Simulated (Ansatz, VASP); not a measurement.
OsSe: VASP beside Ansatz

```
Os Se
1.0
     0.00000    2.75289    2.75289
     2.75289    0.00000    2.75289
     2.75289    2.75289    0.00000
Os Se
1 1
Cartesian
  0.0000 0.0000 0.0000
  1.3764 1.3764 1.3764
```

Alike in both runs: task single point; functional r2SCAN; k mesh 10 × 10 × 10; occupations gaussian, width 0.05 eV; collinear spin.

|  | VASP | Ansatz |
| --- | --- | --- |
| version | VASP 6.6.1 | Ansatz 0.2.0 |
| potentials or method | VASP PAW PBE potentials, release 64 (Os, Se), cutoff 520 eV | scalar-relativistic, plane waves, PAW |
| valence electrons in the cell | 14 | 32 |

VASP gave:

| Quantity | Value |
| --- | --- |
| gap on the k mesh at the Fermi level (eV) | none |
| pressure (GPa) | -2.4 |
| net moment per atom (μB) | 0.07 |
| size of the moment on the site where the two differ most (μB) | 0.13 |

Task: Estimate Ansatz's values.

Result: gap on the k mesh at the Fermi level (eV): none; pressure (GPa): -3.0; net moment per atom (μB): 0.07; size of the moment on the site where the two differ most (μB): 0.10.

VASP's potentials were made for PBE, not for r2SCAN. Site moments also hang on the region over which each program counts them. A gap of «none» marks a metal or a gap that the smearing closes. With one functional, cell and mesh, what is left measures potentials, basis and numerics. VASP's potentials hold 14 valence electrons a cell and Ansatz's 32, so a difference there can come from the potentials and not from the codes. Ansatz's warnings: stability check not made.

Neither program's run includes spin-orbit coupling.
